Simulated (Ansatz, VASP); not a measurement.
# One calculation of WC, two programs

File POSCAR:

```
WC
1.0
    2.9065000000      0.0000000000      0.0000000000
   -1.4532500000      2.5171028361      0.0000000000
    0.0000000000      0.0000000000      2.8366000000
W C
1 1
Direct
    0.0000000000      0.0000000000      0.0000000000
    0.6666666667      0.3333333333      0.5000000000
```

File INCAR.step1:

```
PREC = Accurate
ENCUT = 520
ISMEAR = -1
SIGMA = 0.05
LREAL = False
LASPH = True
NELM = 150
ISPIN = 2
MAGMOM = 2 0
LMAXMIX = 4
NBANDS = 20
GGA = PE
ALGO = Normal
EDIFF = 1E-4
LWAVE = True
LCHARG = False
```

File INCAR.step2:

```
PREC = Accurate
ENCUT = 520
EDIFF = 1E-8
ISMEAR = -1
SIGMA = 0.05
LREAL = False
LASPH = True
NELM = 150
ALGO = Normal
ISIF = 2
LWAVE = False
LCHARG = False
ISPIN = 2
MAGMOM = 2 0
LORBIT = 11
LMAXMIX = 4
METAGGA = R2SCAN
LMIXTAU = True
LEFG = True
NBANDS = 20
ISTART = 1
```

The input KPOINTS:

```
regular mesh
0
Gamma
  13 13 12
```

Input for Ansatz:

```yaml
crystal:
  lattice:
    - [2.9065, 0.0, 0.0]
    - [-1.45325, 2.5171028361, 0.0]
    - [0.0, 0.0, 2.8366]
  atoms:
    - { symbol: W, position: [0.0, 0.0, 0.0], spin: 2.0 }
    - { symbol: C, position: [0.6666666667, 0.3333333333, 0.5] }
magnetization:
  spin_polarized: true
kpoints:
  mp_grid: { grid: [13, 13, 12] }
scf:
  occupations: { method: fermi_dirac, width: 0.05 }
hamiltonian:
  xc: r2scan
  pseudopotentials: { kind: paw }
output:
  forces: true
  stress: true
  populations: true
  efg: { contact_densities: true }
  write_density: true
  write_potential: true
  elf: true
  volumetric_format: npy
```

Alike in both runs: task electric field gradients; functional r2SCAN; k mesh 13 × 13 × 12; occupations fermi-dirac, width 0.05 eV; collinear spin.

|  | VASP | Ansatz |
| --- | --- | --- |
| version | VASP 6.6.1 | Ansatz 0.2.0 |
| potentials or method | VASP PAW PBE potentials, release 64 (W_sv, C) | plane-wave PAW, scalar-relativistic |
| plane-wave cutoff (eV) | 520 | 500 |
| valence electrons in the cell | 18 | 18 |

VASP gave:

* pressure (GPa): 3.4
* traceless stress, the component that is largest in VASP (GPa): -0.87
* net moment per atom (μB): 0.00
* size of Vzz on the site where it differs most (V/Å²): 139.2

Question: Which values does Ansatz return?

Answer: Pressure (GPa): 1.4; traceless stress, the component that is largest in VASP (GPa): -1.11; net moment per atom (μB): 0.00; size of Vzz on the site where it differs most (V/Å²): 135.0.

VASP's potentials were made for PBE, not for r2SCAN. Ansatz's warnings: seeded moment not kept, stability check not made.

Neither program's run includes spin-orbit coupling.
